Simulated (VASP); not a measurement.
# CdGa2Bi4 (I-4) in VASP: notebook

The runs below take CdGa2Bi4 through single point, with PBE.

Program: VASP 6.6.1. These are calculated values, not measurements. Logs are shortened: lines on timing, memory, paths and dates and some standing lists are left out, and cuts for length are marked.

## (1) The cell of the first run

It takes space group I-4 (No. 82, tetragonal). Conventional cell: a = 6.122 Å, b = 6.122 Å, c = 12.390 Å, α = 90.00°, β = 90.00°, γ = 90.00°. Cd (site symmetry -4) has 4 Bi at 2.98 Å within 3.9 Å. Within 3.7 Å of Ga (site symmetry -4) lie 4 Bi at 2.83 Å. Within 3.7 Å of Ga (site symmetry -4) lie 4 Bi at 2.84 Å. Within 3.7 Å of Bi (site symmetry 1) lie 2 Ga at 2.83 to 2.84 Å and 1 Cd at 2.98 Å and 3 Bi at 3.45 to 3.53 Å.

## (2) Single point, PBE

INCAR

```
ALGO = Normal
EDIFF = 1E-6
ENCUT = 520
GGA = PE
ISIF = 2
ISMEAR = -1
LASPH = T
LCHARG = F
LREAL = F
LWAVE = F
NBANDS = 58
NELM = 100
PREC = Accurate
SIGMA = 0.1
```

KPOINTS

```
k-points
0
Gamma
  5 5 5
```

POSCAR

```
CdGa2Bi4
1.0
    0.0000000000      6.1219465357      0.0000000000
    6.1219465357      0.0000000000      0.0000000000
    3.0609732679      3.0609732679     -6.1947682611
Cd Ga Bi
1 2 4
Direct
    0.0000000000      0.0000000000      0.0000000000
    0.7500000000      0.2500000000      0.5000000000
    0.5000000000      0.5000000000      0.0000000000
    0.3679432287      0.4605168848      0.6926611176
    0.5394831152      0.0606043464      0.3073388824
    0.9393956536      0.8468219976      0.6926611176
    0.1531780024      0.6320567713      0.3073388824
```

Potentials or basis: VASP PAW PBE potentials, release 64 (Cd, Ga_d, Bi_d).

Started as:

```sh
$ cat potpaw_PBE.64/Cd/POTCAR potpaw_PBE.64/Ga_d/POTCAR potpaw_PBE.64/Bi_d/POTCAR > POTCAR
$ mpirun -np 1 vasp_std > vasp.out
```

OUTCAR:

```text
EDIFF = 1E-6
   ENCUT = 520
   GGA = PE
   ISIF = 2
   ISMEAR = -1
   LASPH = T
   LREAL = F
   NELM = 100
   PREC = Accurate

 ion  position               nearest neighbor table
   1  0.000  0.000  0.000-   4 2.98   7 2.98   5 2.98   6 2.98
   2  0.750  0.250  0.500-   6 2.83   5 2.83   7 2.83   4 2.83
   3  0.500  0.500  0.000-   6 2.84   5 2.84   7 2.84   4 2.84
   4  0.368  0.461  0.693-   2 2.83   3 2.84   1 2.98   7 3.45   5 3.45   6 3.53
   5  0.539  0.061  0.307-   2 2.83   3 2.84   1 2.98   4 3.45   6 3.45   7 3.53
   6  0.939  0.847  0.693-   2 2.83   3 2.84   1 2.98   7 3.45   5 3.45   4 3.53
   7  0.153  0.632  0.307-   2 2.83   3 2.84   1 2.98   4 3.45   6 3.45   5 3.53

  LATTYP: Found a body centered tetragonal cell.
 ALAT       =     6.1219465357
 C/A-ratio  =     2.0237903827

  Lattice vectors:

 A1 = (  -3.0609732679,   3.0609732678,   6.1947682611)
 A2 = (   3.0609732678,  -3.0609732679,   6.1947682611)
 A3 = (   3.0609732679,   3.0609732679,  -6.1947682611)

Analysis of symmetry for initial positions (statically):
=====================================================================
 Subroutine PRICEL returns:
 Original cell was already a primitive cell.

 Routine SETGRP: Setting up the symmetry group for a
 body centered tetragonal supercell.

 Subroutine GETGRP returns: Found  4 space group operations
 (whereof  4 operations were pure point group operations)
 out of a pool of 16 trial point group operations.

The static configuration has the point symmetry S_4 .

Analysis of symmetry for dynamics (positions and initial velocities):
=====================================================================
 Subroutine PRICEL returns:
 Original cell was already a primitive cell.

 Routine SETGRP: Setting up the symmetry group for a
 body centered tetragonal supercell.

 Subroutine GETGRP returns: Found  4 space group operations
 (whereof  4 operations were pure point group operations)
 out of a pool of 16 trial point group operations.

The dynamic configuration has the point symmetry S_4 .

 Subroutine INISYM returns: Found  4 space group operations
 (whereof  4 operations are pure point group operations),
 and found     1 'primitive' translations

----------------------------------------------------------------------------------------

                                     Primitive cell

  volume of cell :     232.1689

  direct lattice vectors                    reciprocal lattice vectors
     0.000000000  6.121946536  0.000000000     0.000000000  0.163346739  0.080713269
     6.121946536  0.000000000  0.000000000     0.163346739  0.000000000  0.080713269
     3.060973268  3.060973268 -6.194768261     0.000000000  0.000000000 -0.161426539

  length of vectors
     6.121946536  6.121946536  7.557398263     0.182199860  0.182199860  0.161426539

  position of ions in fractional coordinates (direct lattice)
     0.000000000  0.000000000  0.000000000
     0.750000000  0.250000000  0.500000000
     0.500000000  0.500000000  0.000000000
     0.367943229  0.460516885  0.692661118
     0.539483115  0.060604346  0.307338882
     0.939395654  0.846821998  0.692661118
     0.153178002  0.632056771  0.307338882

  ion indices of the primitive-cell ions
   primitive index   ion index
                 1           1
                 2           2
                 3           3
                 4           4
                 5           5
                 6           6
                 7           7

----------------------------------------------------------------------------------------

 KPOINTS: k-points

Automatic generation of k-mesh.
 Grid dimensions read from file:
 generate k-points for:    5    5    5

 Generating k-lattice:

  Cartesian coordinates                     Fractional coordinates (reciprocal lattice)
     0.000000000  0.032669348  0.016142654     0.200000000  0.000000000 -0.000000000
     0.032669348  0.000000000  0.016142654     0.000000000  0.200000000 -0.000000000
     0.000000000  0.000000000 -0.032285308     0.000000000  0.000000000  0.200000000

  Length of vectors
     0.036439972  0.036439972  0.032285308

  Shift w.r.t. Gamma in fractional coordinates (k-lattice)
     0.000000000  0.000000000  0.000000000

 Subroutine IBZKPT returns following result:
 ===========================================

 Found     21 irreducible k-points:

 Following reciprocal coordinates:
            Coordinates               Weight
  0.000000  0.000000  0.000000      1.000000
  0.200000  0.000000 -0.000000      8.000000
  0.400000  0.000000  0.000000      8.000000
  0.200000  0.200000 -0.000000      8.000000
  0.400000  0.200000  0.000000      8.000000
 -0.200000 -0.400000  0.000000      8.000000
[... 13 lines left out ...]
  0.000000  0.000000  0.400000      2.000000
 -0.200000  0.000000  0.400000      4.000000
   k-points           NKPTS =     21   k-points in BZ     NKDIM =     21   number of bands    NBANDS=     58
   number of dos      NEDOS =    301   number of ions     NIONS =      7
   total plane-waves  NPLWV = 129024
   dimension x,y,z NGX =    48 NGY =   48 NGZ =   56
   dimension x,y,z NGXF=    96 NGYF=   96 NGZF=  112
   ions per type =               1   2   4
   NGX,Y,Z   is equivalent  to a cutoff of  13.03, 13.03, 12.32 a.u.
   NGXF,Y,Z  is equivalent  to a cutoff of  26.07, 26.07, 24.64 a.u.
 SYSTEM =  unknown system
   PREC   = accura    normal or accurate (medium, high low for compatibility)
   ISTART =      0    job   : 0-new  1-cont  2-samecut
   ICHARG =      2    charge: 1-file 2-atom 10-const
   ISPIN  =      1    spin polarized calculation?
   LNONCOLLINEAR =      F non collinear calculations
   LSORBIT =      F    spin-orbit coupling
   LASPH  =      T    aspherical Exc in radial PAW
   ENCUT  =  520.0 eV  38.22 Ry    6.18 a.u.  11.38 11.38 14.05*2*pi/ulx,y,z
   NELM   =    100;   NELMIN=  2; NELMDL= -5     # of ELM steps
   EDIFF  = 0.1E-05   stopping-criterion for ELM
   LREAL  =      F    real-space projection
   EDIFFG = 0.1E-04   stopping-criterion for IOM
   NSW    =      0    number of steps for IOM
   IBRION =     -1    ionic relax: 0-MD 1-quasi-New 2-CG
   NFREE  =      0    steps in history (QN), initial steepest desc. (CG)
   ISIF   =      2    stress and relaxation
   ISYM   =      2    0-nonsym 1-usesym 2-fastsym
   POTIM  = 0.5000    time-step for ionic-motion
   TEBEG  =    0.0;   TEEND  =   0.0 temperature during run
   PSTRESS=    0.0 pullay stress
   NELECT =      98.0000    total number of electrons
   NUPDOWN=      -1.0000    fix difference up-down
   EMIN   =  10.00;   EMAX   =-10.00  energy-range for DOS
   EFERMI =   0.00;   METHOD = LEGACY
   ISMEAR =    -1;   SIGMA  =   0.10  broadening in eV -4-tet -1-fermi 0-gaus
   EFERMI_NEDOS =   21; number of points for ismear=-14 and -15
   IALGO  =     38    algorithm
   IMIX   =      4    mixing-type and parameters
     AMIX     =   0.40;   BMIX     =  1.00
     AMIX_MAG =   1.60;   BMIX_MAG =  1.00
  volume/ion in A,a.u.               =      33.17       223.82
  Fermi-wavevector in a.u.,A,eV,Ry     =   1.228048  2.320675 20.518985  1.508103
  Thomas-Fermi vector in A             =   2.362989
   LORBIT       =      0    0 simple, 1 ext, 2 COOP (PROOUT), +10 PAW based schemes
   GGA     = PE    functional components
   LHFCALC =     F    Hartree Fock is set to
   AEXX    =    0.0000 exact exchange contribution
   IVDW    =     0    specifies the selected vdW correction
   LEPSILON=     F    determine dielectric tensor
   LRPA    =     F    only Hartree local field effects (RPA)
 non-spin polarized calculation
  energy-cutoff  :      520.00
  volume of cell :      232.17
 maximum number of plane-waves:      6269
 NGX is ok and might be reduce to    48
   NGX = 23   NGY = 23   NGZ = 29

 number of electron      98.0000015 magnetization

 Free energy of the ion-electron system (eV)
  ---------------------------------------------------
  ext. energy  EPLUGINS =         0.00000000
  ---------------------------------------------------
  free energy    TOTEN  =       -21.08835842 eV

  energy without entropy =      -20.95573192  energy(sigma->0) =      -21.02204517

 E-fermi :   4.2527     XC(G=0):  -9.1819

 val. band max:        4.1645008881   @ k =  -0.2000   0.0000   0.4000
 cond. band min:       4.2933765014   @ k =   0.4000   0.0000   0.0000
 fundamental gap:      0.1288756132
 Fermi energy:         4.2526950659

 k-point     1 :       0.0000    0.0000    0.0000
  band No.  band energies     occupation
      1     -18.3447      2.00000
      2     -18.3387      2.00000
      3     -18.3298      2.00000
      4     -18.3298      2.00000
      5     -18.3198      2.00000
      6     -18.3087      2.00000
[... 50 lines left out ...]
     57       8.2106      0.00000
     58       8.3005      0.00000

 k-point     2 :       0.2000    0.0000   -0.0000
  band No.  band energies     occupation
      1     -18.3449      2.00000
      2     -18.3379      2.00000
      3     -18.3303      2.00000
      4     -18.3298      2.00000
      5     -18.3177      2.00000
      6     -18.3085      2.00000
[... 50 lines left out ...]
     57       8.4352      0.00000
     58       8.7352      0.00000

 k-point     3 :       0.4000    0.0000    0.0000
  band No.  band energies     occupation
      1     -18.3453      2.00000
      2     -18.3362      2.00000
      3     -18.3313      2.00000
      4     -18.3299      2.00000
      5     -18.3140      2.00000
      6     -18.3079      2.00000
[... 1033 lines left out ...]
      3     -18.3295      2.00000
      4     -18.3295      2.00000
      5     -18.3195      2.00000
      6     -18.3092      2.00000
[... 50 lines left out ...]
     57       7.3658      0.00000
     58       8.5041      0.00000

 k-point    21 :      -0.2000    0.0000    0.4000
  band No.  band energies     occupation
      1     -18.3481      2.00000
      2     -18.3391      2.00000
      3     -18.3300      2.00000
      4     -18.3296      2.00000
      5     -18.3173      2.00000
      6     -18.3088      2.00000
[... 50 lines left out ...]
     57       8.0367      0.00000
     58       8.8312      0.00000

------------------------ aborting loop because EDIFF is reached ----------------------------------------

  FORCE on cell =-STRESS in cart. coord.  units (eV):
  Direction    XX          YY          ZZ          XY          YZ          ZX
  --------------------------------------------------------------------------------------
  -------------------------------------------------------------------------------------
  Total       -0.0024171     -0.0024171      0.0121635     -0.0000000     -0.0000000     -0.0000000
  in kB       -0.0166800     -0.0166800      0.0839394     -0.0000001     -0.0000000     -0.0000000
  external PRESSURE =       0.0168598 kB  Pullay stress =       0.0000000 kB

 VOLUME and BASIS-vectors are now :
 -----------------------------------------------------------------------------
  energy-cutoff  :      520.00
  volume of cell :      232.17
      direct lattice vectors                 reciprocal lattice vectors
     0.000000000  6.121946536  0.000000000     0.000000000  0.163346739  0.080713269
     6.121946536  0.000000000  0.000000000     0.163346739  0.000000000  0.080713269
     3.060973268  3.060973268 -6.194768261     0.000000000  0.000000000 -0.161426539

 POSITION                                       TOTAL-FORCE (eV/Angst)
 -----------------------------------------------------------------------------------
      0.00000      0.00000      0.00000         0.000000     -0.000000      0.000000
      3.06097      6.12195     -3.09738         0.000000     -0.000000      0.000000
      3.06097      3.06097      0.00000         0.000000     -0.000000      0.000000
      4.93948      4.37275     -4.29088         0.007473     -0.001265      0.004445
      1.31177      4.24344     -1.90389        -0.001265     -0.007473     -0.004445
      7.30442      7.87115     -4.29088        -0.007473      0.001265      0.004445
      4.81017      1.87850     -1.90389         0.001265      0.007473     -0.004445
 -----------------------------------------------------------------------------------
    total drift:                                0.000006     -0.000007      0.000001

  FREE ENERGIE OF THE ION-ELECTRON SYSTEM (eV)
  ---------------------------------------------------
  free  energy   TOTEN  =       -21.0883584153 eV

  energy  without entropy=      -20.9557319236  energy(sigma->0) =      -21.02204517
```

Wall time 4.8 min (1 thread of Intel Xeon Platinum 8375C at 2.90GHz (Ice Lake), shared host); peak memory 0.49 GiB.

Results:

- Free energy: -21.0884 eV
- Pressure: 0.0 GPa
- Largest force: 0.009 eV/Å
- Band gap on the k mesh: zero (bands 49 and 50 overlap by 0.45 eV)

Forces on the atoms (eV/Å):
```
Cd   0.000  0.000  0.000
Ga   0.000  0.000  0.000
Ga   0.000  0.000  0.000
Bi   0.007 -0.001  0.004
Bi  -0.001 -0.007 -0.004
Bi  -0.007  0.001  0.004
Bi   0.001  0.007 -0.004
```

Caveat: spin-orbit coupling is left out, which moves the levels of the heavy elements.

## (3) Single point, PBE

This run uses another cell than the first one, of 30.29 Å³/atom.

INCAR

```
ALGO = Normal ; EDIFF = 1E-7
ENCUT = 520 ; GGA = PE
ISIF = 2 ; ISMEAR = -1
LASPH = True ; LCHARG = False
LREAL = False ; LWAVE = False
NBANDS = 58 ; NELM = 80
PREC = Accurate ; SIGMA = 0.1
```

KPOINTS

```
k-points
0
Gamma
  6 6 6
```

POSCAR

```
CdGa2Bi4
1.0
    0.0000000000      6.0255200000      0.0000000000
    6.0255200000      0.0000000000      0.0000000000
    3.0127600000      3.0127600000     -5.8396020000
Cd Ga Bi
1 2 4
Direct
    0.0000000000      0.0000000000      0.0000000000
    0.7500000000      0.2500000000      0.5000000000
    0.5000000000      0.5000000000      0.0000000000
    0.3950000000      0.4050000000      0.7300000000
    0.5950000000      0.1250000000      0.2700000000
    0.8750000000      0.8650000000      0.7300000000
    0.1350000000      0.6050000000      0.2700000000
```

Potentials or basis: VASP PAW PBE potentials, release 64 (Cd, Ga_d, Bi_d).

Started as:

```sh
$ cat potpaw_PBE.64/Cd/POTCAR potpaw_PBE.64/Ga_d/POTCAR potpaw_PBE.64/Bi_d/POTCAR > POTCAR
$ mpirun -np 1 vasp_std > vasp.out
```

Wall time 17 min (1 thread of Intel Xeon 8259CL, shared host); peak memory 0.56 GiB.

It converged, with:

* Free energy: -19.0550 eV
* Pressure: 10.0 GPa
* Largest force: 1.798 eV/Å
* Band gap on the k mesh: zero (bands 49 and 50 overlap by 1.40 eV)

Forces on the atoms (eV/Å):
```
Cd   0.000  0.000  0.000
Ga   0.000  0.000  0.000
Ga   0.000  0.000  0.000
Bi   0.717 -1.467  0.752
Bi  -1.467 -0.717 -0.752
Bi  -0.717  1.467  0.752
Bi   1.467  0.717 -0.752
```

Stress tensor (GPa, compression positive):
```
10.22  0.00  0.00
 0.00 10.22  0.00
 0.00  0.00  9.53
```

Levels at points of the mesh, in eV from the Fermi level:
```csv
k point,band 47,band 48,band 49,band 50,band 51,band 52
"(0.00, 0.00, 0.00)",-1.18,-1.18,1.16,1.58,1.58,1.90
"(0.50, 0.00, 0.00)",-1.33,-0.83,-0.48,-0.03,0.49,3.60
"(0.50, 0.50, 0.00)",-0.20,0.12,0.44,0.54,0.70,1.99
"(0.00, 0.00, 0.50)",-1.11,-0.50,-0.50,-0.01,-0.01,1.98
```

Caveat: the cell stands under pressure; spin-orbit coupling is left out, which moves the levels of the heavy elements; forces of over 1 eV/Å act on the atoms, so gaps and moduli don't describe the material at rest.
